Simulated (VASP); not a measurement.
Runs of VASP 6.6.1 on Mg2CdN2. The structure is that of space group P-3m1 (No. 164), or close to it. The cells are those of the table. 

```tsv
cell	gap on the mesh (eV)	pressure (GPa)	largest force (eV/Å)
a = 3.553, b = 3.553, c = 6.074 Å, angles 90.0, 90.0, 120.0°, 5 atoms	(b)	-1.6	0.04
a = 3.553, b = 3.553, c = 5.924 Å, angles 90.0, 90.0, 120.0°, 5 atoms	0.36	(a)	0.02
a = 3.553, b = 3.553, c = 5.864 Å, angles 90.0, 90.0, 120.0°, 5 atoms	0.41	1.7	0.05
a = 3.553, b = 3.553, c = 6.014 Å, angles 90.0, 90.0, 120.0°, 5 atoms	(c)	-0.7	0.03
```

Alike in all rows: task single point; level PBE; potentials or basis VASP PAW PBE potentials, release 64 (Mg, Cd, N); no spin polarisation; k mesh 12 × 12 × 6; cutoff (eV) 520; smearing gaussian 0.03 eV.

Q: Estimate the missing entries.

A: (a) 0.7; (b) 0.24; (c) 0.29.

A k mesh can miss the band edges, and the runs leave out spin-orbit coupling on Cd.
